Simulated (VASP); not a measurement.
# Ta4O (P1) in VASP: relaxation of cell and atoms with PBE

Aim: the relaxation of cell and atoms of Ta4O with PBE.

All numbers are computed with VASP 6.6.1; they aren't measurements. Logs are shortened: lines on timing, memory, paths and dates and some standing lists are left out, and cuts for length are marked.

**1. The cell of the first run**

The typed cell holds 10 atoms: a = 3.229 Å, b = 6.451 Å, c = 7.353 Å, α = 92.51°, β = 89.74°, γ = 92.02°.

**2. Relaxation of cell and atoms, PBE**

Contents of INCAR:

```
PREC = Accurate ; ENCUT = 600
EDIFF = 1E-6 ; ISMEAR = 0
SIGMA = 0.2 ; LREAL = F
LASPH = T ; NELM = 60
ALGO = Normal ; ISIF = 3
LWAVE = F ; LCHARG = F
GGA = PE ; IBRION = 2
NSW = 80 ; EDIFFG = -0.025
LUSENCCL = F
```

Contents of KPOINTS:

```
regular mesh
0
Gamma
  6 4 4
```

Contents of POSCAR:

```
Ta4O
1.0
    0.0569362544     -3.2282067885     -0.0066356056
   -6.4485610549      0.1138725089      0.1415659242
    0.1608700327     -0.0150808904     -7.3514614509
Ta O
8 2
Direct
    1.0366604785      0.5319868555      0.5023996463
   -0.0095332275     -0.0092605115      0.4725762729
    0.5041798412      0.7612027325      0.2217544637
    0.5288200234      0.2060795920      0.2059276345
    0.5208663283      0.7591768220      0.7766760681
    0.4734912457      0.2634056288      0.7907292014
    0.9545183485      0.9931058872      0.0001433150
    1.0342429003      0.5094071898      0.0116385305
    0.4935072139      0.7673890697      0.5196805004
    0.4632468476      0.2175067340      0.4984743671
```

Potentials or basis: VASP PAW PBE potentials, release 64 (Ta_pv, O).

Command:

```sh
> cat potpaw_PBE.64/Ta_pv/POTCAR potpaw_PBE.64/O/POTCAR > POTCAR
> mpirun -np 1 vasp_std > vasp.out
```

OUTCAR:

```text
PREC = Accurate
   ENCUT = 600
   EDIFF = 1E-6
   ISMEAR = 0
   LREAL = F
   LASPH = T
   NELM = 60
   ISIF = 3
   GGA = PE
   IBRION = 2
   NSW = 80
   EDIFFG = -0.025

 ion  position               nearest neighbor table
   1  0.037  0.532  0.502-   9 2.08   9 2.36  10 2.49  10 2.70   5 2.88   3 2.97   5 2.98   2 2.99
                             3 3.14   6 3.16   6 3.30   4 3.35   4 3.39   2 3.49   8 3.61
   2  0.990  0.991  0.473-  10 2.08   9 2.16   9 2.25  10 2.29   3 2.77   3 2.87   4 2.90   4 2.97
                             1 2.99   5 3.10   6 3.24   5 3.27   6 3.34   7 3.48   1 3.49
   3  0.504  0.761  0.222-   9 2.19   8 2.64   7 2.65   2 2.77   8 2.81   2 2.87   4 2.88   7 2.91
                             1 2.97   1 3.14   5 3.27   4 3.58
   4  0.529  0.206  0.206-  10 2.16   7 2.45   7 2.70   3 2.88   2 2.90   8 2.92   2 2.97   8 2.98
                             6 3.10   1 3.35   1 3.39   3 3.58
   5  0.521  0.759  0.777-   9 1.90   7 2.57   8 2.84   1 2.88   7 2.88   8 2.96   1 2.98   2 3.10
                             6 3.20   6 3.26   2 3.27   3 3.27
   6  0.473  0.263  0.791-  10 2.16   8 2.66   8 2.83   7 2.87   7 2.88   4 3.10   1 3.16   5 3.20
                             2 3.24   5 3.26   1 3.30   2 3.34
   7  0.955  0.993  0.000-   4 2.45   5 2.57   3 2.65   4 2.70   6 2.87   5 2.88   6 2.88   3 2.91
                             8 3.14   8 3.33   2 3.48
   8  0.034  0.509  0.012-   3 2.64   6 2.66   3 2.81   6 2.83   5 2.84   4 2.92   5 2.96   4 2.98
                             7 3.14   7 3.33   1 3.61
   9  0.494  0.767  0.520-   5 1.90   1 2.08   2 2.16   3 2.19   2 2.25   1 2.36
  10  0.463  0.218  0.498-   2 2.08   6 2.16   4 2.16   2 2.29   1 2.49   1 2.70

  LATTYP: Found a triclinic cell.
 ALAT       =     6.4511198670
 B/A-ratio  =     1.1398388178
 C/A-ratio  =     0.5004891756
 COS(alpha) =     0.0044910776
 COS(beta)  =     0.0353212462
 COS(gamma) =     0.0438440660

  Lattice vectors:

 A1 = (  -6.4485610549,   0.1138725089,   0.1415659242)
 A2 = (  -0.1608700327,   0.0150808904,   7.3514614509)
 A3 = (  -0.0569362544,   3.2282067885,   0.0066356056)

Analysis of symmetry for initial positions (statically):
=====================================================================
 Subroutine PRICEL returns:
 Original cell was already a primitive cell.

 Routine SETGRP: Setting up the symmetry group for a
 triclinic supercell.

 Subroutine GETGRP returns: Found  1 space group operations
 (whereof  1 operations were pure point group operations)
 out of a pool of  2 trial point group operations.

The static configuration has the point symmetry C_1 .

Analysis of symmetry for dynamics (positions and initial velocities):
=====================================================================
 Subroutine PRICEL returns:
 Original cell was already a primitive cell.

 Routine SETGRP: Setting up the symmetry group for a
 triclinic supercell.

 Subroutine GETGRP returns: Found  1 space group operations
 (whereof  1 operations were pure point group operations)
 out of a pool of  2 trial point group operations.

The dynamic configuration has the point symmetry C_1 .

 Subroutine INISYM returns: Found  1 space group operations
 (whereof  1 operations are pure point group operations),
 and found     1 'primitive' translations

----------------------------------------------------------------------------------------

                                     Primitive cell

  volume of cell :     152.9159

  direct lattice vectors                    reciprocal lattice vectors
     0.056936254 -3.228206789 -0.006635606    -0.005460481 -0.309866867  0.000516175
    -6.448561055  0.113872509  0.141565924    -0.155196000 -0.002730240 -0.003390511
     0.160870033 -0.015080890 -7.351461451    -0.002983656  0.000227117 -0.136093131

  length of vectors
     3.228715664  6.451119867  7.353236843     0.309915406  0.155257039  0.136126023

  position of ions in fractional coordinates (direct lattice)
     0.036660478  0.531986856  0.502399646
     0.990466772  0.990739488  0.472576273
     0.504179841  0.761202733  0.221754464
     0.528820023  0.206079592  0.205927635
     0.520866328  0.759176822  0.776676068
     0.473491246  0.263405629  0.790729201
     0.954518349  0.993105887  0.000143315
     0.034242900  0.509407190  0.011638531
     0.493507214  0.767389070  0.519680500
     0.463246848  0.217506734  0.498474367

[... 37 lines left out ...]
 Found     52 irreducible k-points:

 Following reciprocal coordinates:
            Coordinates               Weight
  0.000000  0.000000  0.000000      1.000000
  0.166667  0.000000  0.000000      2.000000
  0.333333  0.000000  0.000000      2.000000
  0.500000  0.000000  0.000000      1.000000
  0.000000  0.250000  0.000000      2.000000
  0.166667  0.250000  0.000000      2.000000
[... 16 lines left out ...]
  0.333333  0.250000  0.250000      2.000000
  0.500000  0.250000  0.250000      2.000000
 [... further k-points ...]
   k-points           NKPTS =     52   k-points in BZ     NKDIM =     52   number of bands    NBANDS=     60
   number of dos      NEDOS =    301   number of ions     NIONS =     10
   total plane-waves  NPLWV =  90720
   dimension x,y,z NGX =    28 NGY =   54 NGZ =   60
   dimension x,y,z NGXF=    56 NGYF=  108 NGZF=  120
   ions per type =               8   2
   NGX,Y,Z   is equivalent  to a cutoff of  14.42, 13.92, 13.57 a.u.
   NGXF,Y,Z  is equivalent  to a cutoff of  28.83, 27.83, 27.13 a.u.
 SYSTEM =  unknown system
   PREC   = accura    normal or accurate (medium, high low for compatibility)
   ISTART =      0    job   : 0-new  1-cont  2-samecut
   ICHARG =      2    charge: 1-file 2-atom 10-const
   ISPIN  =      1    spin polarized calculation?
   LNONCOLLINEAR =      F non collinear calculations
   LSORBIT =      F    spin-orbit coupling
   LASPH  =      T    aspherical Exc in radial PAW
   ENCUT  =  600.0 eV  44.10 Ry    6.64 a.u.   6.45 12.88 14.69*2*pi/ulx,y,z
   NELM   =     60;   NELMIN=  2; NELMDL= -5     # of ELM steps
   EDIFF  = 0.1E-05   stopping-criterion for ELM
   LREAL  =      F    real-space projection
   EDIFFG = -.3E-01   stopping-criterion for IOM
   NSW    =     80    number of steps for IOM
   IBRION =      2    ionic relax: 0-MD 1-quasi-New 2-CG
   NFREE  =      1    steps in history (QN), initial steepest desc. (CG)
   ISIF   =      3    stress and relaxation
   ISYM   =      2    0-nonsym 1-usesym 2-fastsym
   POTIM  = 0.5000    time-step for ionic-motion
   TEBEG  =    0.0;   TEEND  =   0.0 temperature during run
   PSTRESS=    0.0 pullay stress
   NELECT =     100.0000    total number of electrons
   NUPDOWN=      -1.0000    fix difference up-down
   EMIN   =  10.00;   EMAX   =-10.00  energy-range for DOS
   EFERMI =   0.00;   METHOD = LEGACY
   ISMEAR =     0;   SIGMA  =   0.20  broadening in eV -4-tet -1-fermi 0-gaus
   EFERMI_NEDOS =   21; number of points for ismear=-14 and -15
   IALGO  =     38    algorithm
   IMIX   =      4    mixing-type and parameters
     AMIX     =   0.40;   BMIX     =  1.00
     AMIX_MAG =   1.60;   BMIX_MAG =  1.00
  volume/ion in A,a.u.               =      15.29       103.19
  Fermi-wavevector in a.u.,A,eV,Ry     =   1.420989  2.685279 27.473002  2.019209
  Thomas-Fermi vector in A             =   2.541846
   LORBIT       =      0    0 simple, 1 ext, 2 COOP (PROOUT), +10 PAW based schemes
   GGA     = PE    functional components
   LHFCALC =     F    Hartree Fock is set to
   AEXX    =    0.0000 exact exchange contribution
   IVDW    =     0    specifies the selected vdW correction
   LEPSILON=     F    determine dielectric tensor
   LRPA    =     F    only Hartree local field effects (RPA)
 conjugate gradient relaxation of ions
 non-spin polarized calculation
 Gauss-broadening in eV      SIGMA  =   0.20
  energy-cutoff  :      600.00
  volume of cell :      152.92
 maximum number of plane-waves:      5132
 NGX is ok and might be reduce to    28
   NGX = 13   NGY = 25   NGZ = 29

--------------------------------------- Ionic step        1  -------------------------------------------

 number of electron     100.0000001 magnetization

 Free energy of the ion-electron system (eV)
  ---------------------------------------------------
  ext. energy  EPLUGINS =         0.00000000
  ---------------------------------------------------
  free energy    TOTEN  =      -107.60713796 eV

  energy without entropy =     -107.48620678  energy(sigma->0) =     -107.54667237

------------------------ aborting loop because EDIFF is reached ----------------------------------------

  FORCE on cell =-STRESS in cart. coord.  units (eV):
  Direction    XX          YY          ZZ          XY          YZ          ZX
  --------------------------------------------------------------------------------------
  -------------------------------------------------------------------------------------
  Total       13.7504827     12.9159207     15.8569261      4.8347196     -0.6112332      6.3830836
  in kB      144.0707612    135.3266325    166.1410336     50.6558020     -6.4041991     66.8787950
  external PRESSURE =     148.5128091 kB  Pullay stress =       0.0000000 kB
[... 113 lines left out ...]
  FREE ENERGIE OF THE ION-ELECTRON SYSTEM (eV)
  ---------------------------------------------------
  free  energy   TOTEN  =      -109.2470262854 eV

  energy  without entropy=     -109.1382219334  energy(sigma->0) =     -109.19262411

[... ionic steps 4 to 31 ...]

--------------------------------------- Ionic step       32  -------------------------------------------

 number of electron     100.0000004 magnetization

------------------------ aborting loop because EDIFF is reached ----------------------------------------
[... 83 lines left out ...]
--------------------------------------- Ionic step       34  -------------------------------------------

 number of electron     100.0000004 magnetization

 Free energy of the ion-electron system (eV)
  ---------------------------------------------------
  ext. energy  EPLUGINS =         0.00000000
  ---------------------------------------------------
  free energy    TOTEN  =      -110.20469241 eV

  energy without entropy =     -110.11613520  energy(sigma->0) =     -110.16041380

 E-fermi :   6.4194     XC(G=0): -12.6096

 val. band max:        6.4079841221   @ k =   0.3333   0.0000   0.0000
 cond. band min:       6.4241405485   @ k =   0.5000   0.5000   0.0000
 fundamental gap:      0.0161564264
 Fermi energy:         6.4193522916

 k-point     1 :       0.0000    0.0000    0.0000
  band No.  band energies     occupation
      1     -29.5020      2.00000
      2     -29.1655      2.00000
      3     -29.1358      2.00000
      4     -29.1198      2.00000
      5     -28.7735      2.00000
      6     -28.7482      2.00000
[... 1501 lines left out ...]
     59       9.1347      0.00000
     60       9.5334      0.00000

 [... further k-points ...]

------------------------ aborting loop because EDIFF is reached ----------------------------------------

  FORCE on cell =-STRESS in cart. coord.  units (eV):
  Direction    XX          YY          ZZ          XY          YZ          ZX
  --------------------------------------------------------------------------------------
  -------------------------------------------------------------------------------------
  Total       -0.0610315      0.0126523     -0.0765619      0.0140332     -0.0068315     -0.0200150
  in kB       -0.6229712      0.1291466     -0.7814964      0.1432427     -0.0697313     -0.2043008
  external PRESSURE =      -0.4251070 kB  Pullay stress =       0.0000000 kB
[... 25 lines left out ...]
  FREE ENERGIE OF THE ION-ELECTRON SYSTEM (eV)
  ---------------------------------------------------
  free  energy   TOTEN  =      -110.2046924114 eV

  energy  without entropy=     -110.1161351952  energy(sigma->0) =     -110.16041380

 reached required accuracy - stopping structural energy minimisation
```

Run time: 29 min. Hardware: 1 × NVIDIA H100 80GB with 1 thread of AMD EPYC 7R13 (Zen 3), shared host; peak memory 1.6 GiB.

What came out:

```
Free energy                           : -110.2047 eV
Relaxed volume                        : 15.70 Å³/atom
Relaxed cell                          : a = 3.274 Å, b = 6.481 Å, c = 7.398 Å, α = 89.97°, β = 89.99°, γ = 90.01°
Space group after relaxing (to 0.1 Å) : P4/mmm (No. 123)
Energy gained by relaxing             : 259.8 meV/atom
Ionic steps                           : 34
Pressure after relaxing               : 0.0 GPa
Largest force after relaxing          : 0.025 eV/Å
Band gap on the k mesh                : zero (bands 50 and 51 overlap by 0.84 eV)
```

Forces on the atoms (eV/Å):
```
Ta  -0.001  0.006 -0.006
Ta   0.007 -0.013 -0.009
Ta   0.002  0.001  0.006
Ta  -0.003 -0.002  0.001
Ta  -0.003  0.000 -0.002
Ta   0.013 -0.002  0.005
Ta   0.004 -0.003  0.006
Ta   0.003  0.007 -0.005
O   -0.022  0.007  0.009
O    0.000  0.000 -0.006
```

The path:
| step | energy change (eV) | largest force (eV/Å) | pressure (GPa) | volume (Å³) |
| --- | --- | --- | --- | --- |
| 1 | 0.0000 | 5.5857 | 14.85 | 152.92 |
| 2 | 0.3642 | 1.2002 | -24.34 | 186.23 |
| 3 | -1.6399 | 1.9780 | -8.68 | 166.76 |
| 4 | -1.6456 | 2.1014 | -7.78 | 166.01 |
| 5 | -2.3267 | 0.9726 | 4.17 | 155.57 |
| 6 | -2.3389 | 0.8912 | 2.55 | 156.68 |
| 7 | -2.4423 | 0.5577 | -1.40 | 159.19 |
| 8 | -2.4445 | 0.4936 | -0.95 | 158.86 |
| 9 | -2.4864 | 0.3819 | 0.57 | 157.59 |
| 10 | -2.4960 | 0.4392 | 1.79 | 156.64 |
| 11 | -2.5207 | 0.3424 | 0.46 | 157.44 |
| 12 | -2.5294 | 0.3209 | -0.89 | 158.30 |
| 13 | -2.5444 | 0.2681 | -0.35 | 157.81 |
| 14 | -2.5525 | 0.2698 | 0.45 | 157.15 |
| 15 | -2.5587 | 0.2382 | -0.20 | 157.55 |
| 16 | -2.5603 | 0.2165 | -0.71 | 157.87 |
| 17 | -2.5654 | 0.2167 | -0.23 | 157.45 |
| 18 | -2.5688 | 0.2550 | 0.60 | 156.76 |
| 19 | -2.5734 | 0.2206 | 0.48 | 156.79 |
| 20 | -2.5810 | 0.1732 | 0.15 | 156.89 |
| 21 | -2.5811 | 0.1744 | 0.09 | 156.91 |
| 22 | -2.5851 | 0.1298 | -0.06 | 157.01 |
| 23 | -2.5892 | 0.1447 | -0.39 | 157.27 |
| 24 | -2.5916 | 0.1117 | 0.31 | 156.76 |
| 25 | -2.5916 | 0.1111 | 0.45 | 156.65 |
| 26 | -2.5938 | 0.0751 | 0.20 | 156.82 |
| 27 | -2.5946 | 0.1007 | -0.07 | 157.00 |
| 28 | -2.5958 | 0.0572 | -0.06 | 156.99 |
| 29 | -2.5964 | 0.0642 | -0.04 | 156.97 |
| 30 | -2.5969 | 0.0408 | 0.06 | 156.91 |
| 31 | -2.5971 | 0.0451 | 0.17 | 156.83 |
| 32 | -2.5973 | 0.0442 | -0.08 | 157.00 |
| 33 | -2.5973 | 0.0441 | -0.11 | 157.02 |
| 34 | -2.5976 | 0.0246 | -0.04 | 156.96 |

Final structure:
```
Ta O
1.0
     0.00041   -3.27376   -0.00029
    -6.48077   -0.00015   -0.00148
    -0.00248   -0.00043   -7.39815
Ta O
8 2
Direct
  0.00028 0.49990 0.49983
  0.99954 0.00017 0.49983
  0.49999 0.75019 0.21708
  0.49987 0.25005 0.21686
  0.50002 0.75032 0.78311
  0.49993 0.25037 0.78310
  0.99988 0.00033 0.00006
  0.00008 0.50036 0.00002
  0.50033 0.74859 0.50017
  0.50007 0.24971 0.49994
```

Levels at points of the mesh, in eV from the Fermi level:
```csv
k point,band 48,band 49,band 50,band 51,band 52,band 53
"(0.00, 0.00, 0.00)",-0.37,-0.20,0.20,0.52,0.85,0.98
"(0.50, 0.00, 0.00)",-0.67,-0.63,0.24,0.82,0.99,1.31
"(0.00, 0.50, 0.00)",-0.36,-0.36,-0.35,0.03,0.03,0.18
"(0.50, 0.50, 0.00)",-1.13,-0.30,-0.30,0.00,0.02,0.99
"(0.00, 0.00, 0.50)",-0.49,-0.45,0.17,0.63,0.76,0.82
"(0.50, 0.00, 0.50)",-0.36,0.02,0.04,0.92,1.31,1.56
"(0.00, 0.50, 0.50)",-0.63,-0.31,-0.31,0.85,0.85,0.95
"(0.50, 0.50, 0.50)",-1.17,-0.83,-0.82,0.66,0.66,0.72
```

Caveat: spin-orbit coupling is left out, which moves the levels of the heavy elements.
